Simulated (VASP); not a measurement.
# TiSi (rocksalt type) (Fm-3m) in VASP: a series of runs, part 2 of 2

VASP 6.6.1. The steps go on from the part before.

### 3 Single point, PBEsol

Input file INCAR:

```
PREC     = Accurate       # precision mode
ENCUT    = 520            # plane-wave cutoff, eV
EDIFF    = 1E-6           # SCF threshold, eV
ISMEAR   = -1             # smearing method
SIGMA    = 0.08           # smearing width, eV
LREAL    = False          # projectors in reciprocal space
LASPH    = True           # aspherical terms in the spheres
NELM     = 100            # most SCF steps
ALGO     = Normal         # electronic algorithm
ISIF     = 2              # what is computed and relaxed
LWAVE    = False          # write WAVECAR
LCHARG   = True           # write CHGCAR
GGA      = PS             # functional
LELF     = True           # ELF
LVHAR    = True         
NBANDS   = 15             # bands
```

Input file KPOINTS:

```
regular mesh
0
Gamma
  14 14 14
```

Input file POSCAR:

```
TiSi
1.0
    0.0000000000      2.2987553956      2.2987553956
    2.2987553956      0.0000000000      2.2987553956
    2.2987553956      2.2987553956      0.0000000000
Ti Si
1 1
Direct
    0.0000000000      0.0000000000      0.0000000000
    0.5000000000      0.5000000000      0.5000000000
```

Potentials or basis: VASP PAW PBE potentials, release 64 (Ti_sv, Si).

Run with:

```console
> cat potpaw_PBE.64/Ti_sv/POTCAR potpaw_PBE.64/Si/POTCAR > POTCAR
> mpirun -np 1 vasp_std > vasp.out
```

OUTCAR:

```text
PREC = Accurate
   ENCUT = 520
   EDIFF = 1E-6
   ISMEAR = -1
   LREAL = False
   LASPH = True
   NELM = 100
   ISIF = 2
   GGA = PS

 ion  position               nearest neighbor table
   1  0.000  0.000  0.000-   2 2.30   2 2.30   2 2.30   2 2.30   2 2.30   2 2.30
   2  0.500  0.500  0.500-   1 2.30   1 2.30   1 2.30   1 2.30   1 2.30   1 2.30

  LATTYP: Found a face centered cubic cell.
 ALAT       =     4.5975107912

  Lattice vectors:

 A1 = (   0.0000000000,   2.2987553956,   2.2987553956)
 A2 = (   2.2987553956,   0.0000000000,   2.2987553956)
 A3 = (   2.2987553956,   2.2987553956,   0.0000000000)

Analysis of symmetry for initial positions (statically):
=====================================================================
 Subroutine PRICEL returns:
 Original cell was already a primitive cell.

 Routine SETGRP: Setting up the symmetry group for a
 face centered cubic supercell.

 Subroutine GETGRP returns: Found 48 space group operations
 (whereof 48 operations were pure point group operations)
 out of a pool of 48 trial point group operations.

The static configuration has the point symmetry O_h .

Analysis of symmetry for dynamics (positions and initial velocities):
=====================================================================
 Subroutine PRICEL returns:
 Original cell was already a primitive cell.

 Routine SETGRP: Setting up the symmetry group for a
 face centered cubic supercell.

 Subroutine GETGRP returns: Found 48 space group operations
 (whereof 48 operations were pure point group operations)
 out of a pool of 48 trial point group operations.

The dynamic configuration has the point symmetry O_h .

 Subroutine INISYM returns: Found 48 space group operations
 (whereof 48 operations are pure point group operations),
 and found     1 'primitive' translations

----------------------------------------------------------------------------------------

                                     Primitive cell

  volume of cell :      24.2945

  direct lattice vectors                    reciprocal lattice vectors
     0.000000000  2.298755396  2.298755396    -0.217509006  0.217509006  0.217509006
     2.298755396  0.000000000  2.298755396     0.217509006 -0.217509006  0.217509006
     2.298755396  2.298755396  0.000000000     0.217509006  0.217509006 -0.217509006

  length of vectors
     3.250931057  3.250931057  3.250931057     0.376736649  0.376736649  0.376736649

  position of ions in fractional coordinates (direct lattice)
     0.000000000  0.000000000  0.000000000
     0.500000000  0.500000000  0.500000000

  ion indices of the primitive-cell ions
   primitive index   ion index
                 1           1
                 2           2

----------------------------------------------------------------------------------------

 KPOINTS: regular mesh

Automatic generation of k-mesh.
 Grid dimensions read from file:
 generate k-points for:   14   14   14

 Generating k-lattice:

  Cartesian coordinates                     Fractional coordinates (reciprocal lattice)
    -0.015536358  0.015536358  0.015536358     0.071428571  0.000000000  0.000000000
     0.015536358 -0.015536358  0.015536358     0.000000000  0.071428571  0.000000000
     0.015536358  0.015536358 -0.015536358     0.000000000  0.000000000  0.071428571

  Length of vectors
     0.026909761  0.026909761  0.026909761

  Shift w.r.t. Gamma in fractional coordinates (k-lattice)
     0.000000000  0.000000000  0.000000000

 Subroutine IBZKPT returns following result:
 ===========================================

 Found    104 irreducible k-points:

 Following reciprocal coordinates:
            Coordinates               Weight
  0.000000  0.000000  0.000000      1.000000
  0.071429  0.000000  0.000000      8.000000
  0.142857  0.000000  0.000000      8.000000
  0.214286  0.000000  0.000000      8.000000
  0.285714  0.000000  0.000000      8.000000
  0.357143  0.000000  0.000000      8.000000
[... 16 lines left out ...]
  0.214286  0.142857  0.000000     24.000000
  0.285714  0.142857  0.000000     24.000000
 [... further k-points ...]
   k-points           NKPTS =    104   k-points in BZ     NKDIM =    104   number of bands    NBANDS=     15
   number of dos      NEDOS =    301   number of ions     NIONS =      2
   total plane-waves  NPLWV =  13824
   dimension x,y,z NGX =    24 NGY =   24 NGZ =   24
   dimension x,y,z NGXF=    48 NGYF=   48 NGZF=   48
   ions per type =               1   1
   NGX,Y,Z   is equivalent  to a cutoff of  12.27, 12.27, 12.27 a.u.
   NGXF,Y,Z  is equivalent  to a cutoff of  24.55, 24.55, 24.55 a.u.
 SYSTEM =  unknown system
   PREC   = accura    normal or accurate (medium, high low for compatibility)
   ISTART =      0    job   : 0-new  1-cont  2-samecut
   ICHARG =      2    charge: 1-file 2-atom 10-const
   ISPIN  =      1    spin polarized calculation?
   LNONCOLLINEAR =      F non collinear calculations
   LSORBIT =      F    spin-orbit coupling
   LASPH  =      T    aspherical Exc in radial PAW
   ENCUT  =  520.0 eV  38.22 Ry    6.18 a.u.   6.04  6.04  6.04*2*pi/ulx,y,z
   NELM   =    100;   NELMIN=  2; NELMDL= -5     # of ELM steps
   EDIFF  = 0.1E-05   stopping-criterion for ELM
   LREAL  =      F    real-space projection
   EDIFFG = 0.1E-04   stopping-criterion for IOM
   NSW    =      0    number of steps for IOM
   IBRION =     -1    ionic relax: 0-MD 1-quasi-New 2-CG
   NFREE  =      0    steps in history (QN), initial steepest desc. (CG)
   ISIF   =      2    stress and relaxation
   ISYM   =      2    0-nonsym 1-usesym 2-fastsym
   POTIM  = 0.5000    time-step for ionic-motion
   TEBEG  =    0.0;   TEEND  =   0.0 temperature during run
   PSTRESS=    0.0 pullay stress
   NELECT =      16.0000    total number of electrons
   NUPDOWN=      -1.0000    fix difference up-down
   EMIN   =  10.00;   EMAX   =-10.00  energy-range for DOS
   EFERMI =   0.00;   METHOD = LEGACY
   ISMEAR =    -1;   SIGMA  =   0.08  broadening in eV -4-tet -1-fermi 0-gaus
   EFERMI_NEDOS =   21; number of points for ismear=-14 and -15
   IALGO  =     38    algorithm
   IMIX   =      4    mixing-type and parameters
     AMIX     =   0.40;   BMIX     =  1.00
     AMIX_MAG =   1.60;   BMIX_MAG =  1.00
  volume/ion in A,a.u.               =      12.15        81.97
  Fermi-wavevector in a.u.,A,eV,Ry     =   1.424335  2.691602 27.602540  2.028729
  Thomas-Fermi vector in A             =   2.544837
   LORBIT       =      0    0 simple, 1 ext, 2 COOP (PROOUT), +10 PAW based schemes
   GGA     = PS    functional components
   LHFCALC =     F    Hartree Fock is set to
   AEXX    =    0.0000 exact exchange contribution
   IVDW    =     0    specifies the selected vdW correction
   LEPSILON=     F    determine dielectric tensor
   LRPA    =     F    only Hartree local field effects (RPA)
 non-spin polarized calculation
  energy-cutoff  :      520.00
  volume of cell :       24.29
 maximum number of plane-waves:       668
   NGX = 13   NGY = 13   NGZ = 13

 number of electron      15.9999994 magnetization

 Free energy of the ion-electron system (eV)
  ---------------------------------------------------
  ext. energy  EPLUGINS =         0.00000000
  ---------------------------------------------------
  free energy    TOTEN  =       -13.97696406 eV

  energy without entropy =      -13.96610865  energy(sigma->0) =      -13.97153636

 E-fermi :  11.8296     XC(G=0): -12.6442

 val. band max:       11.8295757325   @ k =  -0.4286   0.5000   0.0714
 cond. band min:      11.9044371894   @ k =   0.2857   0.2143   0.0000
 fundamental gap:      0.0748614569
 Fermi energy:        11.8296181427

 k-point     1 :       0.0000    0.0000    0.0000
  band No.  band energies     occupation
      1     -43.8928      2.00000
      2     -20.2637      2.00000
      3     -20.2637      2.00000
      4     -20.2637      2.00000
      5       0.2488      2.00000
      6      11.5122      1.96288
      7      11.5122      1.96288
      8      11.5122      1.96288
      9      12.2416      0.01153
     10      12.2417      0.01153
     11      16.7646      0.00000
     12      16.7646      0.00000
     13      16.7646      0.00000
     14      22.3293      0.00000
     15      25.8956      0.00000
[... 397 lines left out ...]
 k-point    24 :       0.2857    0.1429    0.0000
  band No.  band energies     occupation
      1     -43.8673      2.00000
      2     -20.4396      2.00000
      3     -20.3093      2.00000
      4     -20.3054      2.00000
      5       1.9020      2.00000
      6       9.3008      2.00000
      7       9.9748      2.00000
      8      11.0263      1.99991
      9      12.1792      0.02501
     10      13.1239      0.00000
     11      16.3919      0.00000
     12      17.8247      0.00000
     13      19.8622      0.00000
     14      22.0921      0.00000
     15      23.0517      0.00000

 [... further k-points ...]
[... 5 lines left out ...]
  --------------------------------------------------------------------------------------
  -------------------------------------------------------------------------------------
  Total        8.5203875      8.5203875      8.5203875      0.0000000      0.0000000     -0.0000000
  in kB      561.9033838    561.9033838    561.9033838      0.0000000      0.0000000     -0.0000000
  external PRESSURE =     561.9033838 kB  Pullay stress =       0.0000000 kB

 VOLUME and BASIS-vectors are now :
 -----------------------------------------------------------------------------
  energy-cutoff  :      520.00
  volume of cell :       24.29
      direct lattice vectors                 reciprocal lattice vectors
     0.000000000  2.298755396  2.298755396    -0.217509006  0.217509006  0.217509006
     2.298755396  0.000000000  2.298755396     0.217509006 -0.217509006  0.217509006
     2.298755396  2.298755396  0.000000000     0.217509006  0.217509006 -0.217509006

 POSITION                                       TOTAL-FORCE (eV/Angst)
 -----------------------------------------------------------------------------------
      0.00000      0.00000      0.00000        -0.000000      0.000000      0.000000
      2.29876      2.29876      2.29876         0.000000     -0.000000      0.000000
 -----------------------------------------------------------------------------------
    total drift:                                0.000000     -0.000000     -0.000000

  FREE ENERGIE OF THE ION-ELECTRON SYSTEM (eV)
  ---------------------------------------------------
  free  energy   TOTEN  =       -13.9769640624 eV

  energy  without entropy=      -13.9661086513  energy(sigma->0) =      -13.97153636
```

Wall time 28 s (1 thread of Intel Xeon Platinum 8259CL at 2.50GHz (Skylake/Cascade Lake), shared host); peak memory 0.16 GiB.

Results:

| Item | Value |
| --- | --- |
| Free energy | -13.9770 eV |
| Pressure | 56.2 GPa |
| Band gap on the k mesh | zero (band 8 reaches 13.01 eV, above the bottom of band 9 at 11.54 eV) |

Levels at points of the mesh, in eV from the Fermi level:
| k point | band 4 | band 5 | band 6 | band 7 | band 8 | band 9 | band 10 | band 11 | band 12 | band 13 |
| --- | --- | --- | --- | --- | --- | --- | --- | --- | --- | --- |
| (0.00, 0.00, 0.00) | -32.09 | -11.58 | -0.32 | -0.32 | -0.32 | 0.41 | 0.41 | 4.93 | 4.93 | 4.93 |
| (0.50, 0.00, 0.00) | -32.14 | -6.98 | -6.21 | -2.19 | -2.19 | 2.56 | 2.56 | 3.96 | 6.44 | 8.61 |
| (0.50, 0.50, 0.00) | -32.21 | -7.89 | -3.86 | -2.85 | 1.18 | 1.18 | 1.57 | 3.17 | 3.17 | 4.56 |

Caveat: the PAW data sets were made with another functional, which shifts forces and pressure a little.

### 4 Relaxation of cell and atoms, PBEsol, target pressure 56 GPa, at which the enthalpy is minimised

Input file INCAR:

```
SYSTEM = TiSi
ALGO = Normal
EDIFF = 1E-6
EDIFFG = -0.005
ENCUT = 600
GGA = PS
IBRION = 2
ISIF = 3
ISMEAR = -1
LASPH = .TRUE.
LCHARG = .FALSE.
LREAL = .FALSE.
LWAVE = .FALSE.
NELM = 80
NSW = 60
PREC = Accurate
PSTRESS = 560.0
SIGMA = 0.08
```

Input file KPOINTS:

```
k-points
0
G
  14 14 14
  0 0 0
```

Input file POSCAR:

```
TiSi
1.0
    0.0000000000      2.2986258848      2.2986258848
    2.2986258848      0.0000000000      2.2986258848
    2.2986258848      2.2986258848      0.0000000000
Ti Si
1 1
Direct
    0.0000000000      0.0000000000      0.0000000000
    0.5000000000      0.5000000000      0.5000000000
```

Potentials or basis: VASP PAW PBE potentials, release 64 (Ti_sv, Si).

Run with:

```console
> cat potpaw_PBE.64/Ti_sv/POTCAR potpaw_PBE.64/Si/POTCAR > POTCAR
> mpirun -np 1 vasp_std > vasp.out
```

OUTCAR:

```text
SYSTEM = TiSi
   EDIFF = 1E-6
   EDIFFG = -0.005
   ENCUT = 600
   GGA = PS
   IBRION = 2
   ISIF = 3
   ISMEAR = -1
   LASPH = .TRUE.
   LREAL = .FALSE.
   NELM = 80
   NSW = 60
   PREC = Accurate
   PSTRESS = 560.0

 ion  position               nearest neighbor table
   1  0.000  0.000  0.000-   2 2.30   2 2.30   2 2.30   2 2.30   2 2.30   2 2.30
   2  0.500  0.500  0.500-   1 2.30   1 2.30   1 2.30   1 2.30   1 2.30   1 2.30

  LATTYP: Found a face centered cubic cell.
 ALAT       =     4.5972517696

  Lattice vectors:

 A1 = (   0.0000000000,   2.2986258848,   2.2986258848)
 A2 = (   2.2986258848,   0.0000000000,   2.2986258848)
 A3 = (   2.2986258848,   2.2986258848,   0.0000000000)

Analysis of symmetry for initial positions (statically):
=====================================================================
 Subroutine PRICEL returns:
 Original cell was already a primitive cell.

 Routine SETGRP: Setting up the symmetry group for a
 face centered cubic supercell.

 Subroutine GETGRP returns: Found 48 space group operations
 (whereof 48 operations were pure point group operations)
 out of a pool of 48 trial point group operations.

The static configuration has the point symmetry O_h .

Analysis of symmetry for dynamics (positions and initial velocities):
=====================================================================
 Subroutine PRICEL returns:
 Original cell was already a primitive cell.
[... 232 lines left out ...]

 number of electron      16.0000000 magnetization

 Free energy of the ion-electron system (eV)
  ---------------------------------------------------
  ext. energy  EPLUGINS =         0.00000000
  ---------------------------------------------------
  free energy    TOTEN  =       -13.98224015 eV

  energy without entropy =      -13.97138275  energy(sigma->0) =      -13.97681145

 E-fermi :  11.8213     XC(G=0): -12.6412

 val. band max:       11.8203688147   @ k =  -0.4286   0.5000   0.0714
 cond. band min:      11.8959876328   @ k =   0.2857   0.2143   0.0000
 fundamental gap:      0.0756188181
 Fermi energy:        11.8212666416

 k-point     1 :       0.0000    0.0000    0.0000
  band No.  band energies     occupation
      1     -43.9028      2.00000
      2     -20.2744      2.00000
      3     -20.2744      2.00000
      4     -20.2744      2.00000
      5       0.2437      2.00000
      6      11.5047      1.96248
      7      11.5047      1.96248
      8      11.5047      1.96248
      9      12.2332      0.01155
     10      12.2332      0.01155
     11      16.7526      0.00000
     12      16.7526      0.00000
[... 331 lines left out ...]
 k-point    24 :       0.2857    0.1429    0.0000
  band No.  band energies     occupation
      1     -43.8774      2.00000
      2     -20.4498      2.00000
      3     -20.3198      2.00000
      4     -20.3159      2.00000
      5       1.8960      2.00000
      6       9.2936      2.00000
      7       9.9678      2.00000
      8      11.0183      1.99991
      9      12.1708      0.02500
     10      13.1148      0.00000
     11      16.3796      0.00000
     12      17.8117      0.00000

 [... further k-points ...]

------------------------ aborting loop because EDIFF is reached ----------------------------------------

  FORCE on cell =-STRESS in cart. coord.  units (eV):
  Direction    XX          YY          ZZ          XY          YZ          ZX
  --------------------------------------------------------------------------------------
  -------------------------------------------------------------------------------------
  Total        8.4946337      8.4946337      8.4946337      0.0000000      0.0000000     -0.0000000
  in kB      559.8639789    559.8639789    559.8639789      0.0000000      0.0000000     -0.0000000
  external PRESSURE =      -0.1360211 kB  Pullay stress =     560.0000000 kB
[... 21 lines left out ...]
  energy  without entropy=      -13.9713827544  energy(sigma->0) =      -13.97681145

  enthalpy is  TOTEN    =        -5.4855426807 eV   P V=        8.4966974670

 reached required accuracy - stopping structural energy minimisation
```

CONTCAR:

```text
TiSi
   1.00000000000000
    -0.0000000000000000    2.2992219925416699    2.2992219925416699
     2.2992219925416699    0.0000000000000000    2.2992219925416699
     2.2992219925416699    2.2992219925416699   -0.0000000000000000
  Ti              Si
     1     1
Direct
     0.0000000000000000    0.0000000000000000    0.0000000000000000
     0.5000000000000000    0.5000000000000000    0.5000000000000000

  0.00000000E+00  0.00000000E+00  0.00000000E+00
  0.00000000E+00  0.00000000E+00  0.00000000E+00
```

It took 96 s on 1 thread of Intel Xeon Platinum 8259CL at 2.50GHz (Skylake/Cascade Lake), shared host; peak memory 0.19 GiB.

What came out:

* Free energy: -13.9822 eV
* Relaxed volume: 12.15 Å³/atom
* Relaxed cell: a = 3.252 Å, b = 3.252 Å, c = 3.252 Å, α = 60.00°, β = 60.00°, γ = 60.00°
* Space group after relaxing (to 0.05 Å): Fm-3m (No. 225)
* Energy change on relaxing (the enthalpy is what falls): -3.3 meV/atom
* Ionic steps: 3
* Pressure after relaxing: 56.0 GPa
* Band gap on the k mesh: zero (band 8 reaches 13.00 eV, above the bottom of band 9 at 11.54 eV)

Step by step:
```
step  energy change (eV)  largest force (eV/Å)  pressure (GPa)  volume (Å³)
   1              0.0000                0.0000           56.26        24.29
   2             -0.0243                0.0000           55.41        24.36
   3             -0.0066                0.0000           55.99        24.31
```

Final structure:
```
CELL_PARAMETERS angstrom
0.00000 2.29922 2.29922
2.29922 0.00000 2.29922
2.29922 2.29922 0.00000
ATOMIC_POSITIONS crystal
Ti 0.00000 0.00000 0.00000
Si 0.50000 0.50000 0.50000
```

Levels at points of the mesh, in eV from the Fermi level:
```
           k point  band 4  band 5  band 6  band 7  band 8  band 9  band 10  band 11  band 12
(0.00, 0.00, 0.00)  -32.10  -11.58   -0.32   -0.32   -0.32    0.41     0.41     4.93     4.93
(0.50, 0.00, 0.00)  -32.14   -6.98   -6.21   -2.19   -2.19    2.56     2.56     3.95     6.43
(0.50, 0.50, 0.00)  -32.22   -7.88   -3.86   -2.84    1.18    1.18     1.57     3.17     3.17
```

Caveat: the cell is relaxed towards a set pressure, so the enthalpy falls and the energy may rise; the PAW data sets were made with another functional, which shifts forces and pressure a little.
